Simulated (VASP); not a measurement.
Set up this calculation in VASP 6.6.1, as the native input.

```yaml
Task: single point
Functional: PBEsol
Potentials_or_basis: VASP PAW PBE potentials, release 64 (Ag, Cl)
Cutoff: 520 eV
k_mesh: 8 × 8 × 8
Occupations: gaussian, width 0.02 eV
Spin: no spin polarisation
Dipole_correction: no
Further_INCAR_settings: ALGO = Normal; EDIFF = 1e-06; NBANDS = 16
```

The structure of AgCl lies in POSCAR:

```
AgCl
1.0
    0.0000000000      2.8053419536      2.8053419536
    2.8053419536      0.0000000000      2.8053419536
    2.8053419536      2.8053419536      0.0000000000
Ag Cl
1 1
Direct
    0.0000000000      0.0000000000      0.0000000000
    0.5000000000      0.5000000000      0.5000000000
```

The input as run:

INCAR

```
ALGO = Normal ; EDIFF = 1E-6
ENCUT = 520 ; GGA = PS
ISIF = 2 ; ISMEAR = 0
LASPH = True ; LCHARG = False
LREAL = False ; LWAVE = False
NBANDS = 16 ; NELM = 80
PREC = Accurate ; SIGMA = 0.02
```

KPOINTS

```
k-points
0
Gamma
  8 8 8
```

Potentials or basis: VASP PAW PBE potentials, release 64 (Ag, Cl).

Command:

```console
$ cat potpaw_PBE.64/Ag/POTCAR potpaw_PBE.64/Cl/POTCAR > POTCAR
$ mpirun -np 1 vasp_std > vasp.out
```

It gave:

* Pressure: -4.0 GPa
* Band gap on the k mesh: 0.74 eV, indirect (least direct gap 2.93 eV)

Caveat: the PAW data sets were made with another functional, which shifts forces and pressure a little.

It took 29 s on 1 thread of AMD EPYC 7R43 64-Core Processor (Zen 3), on a shared host, peak memory 0.14 GiB.
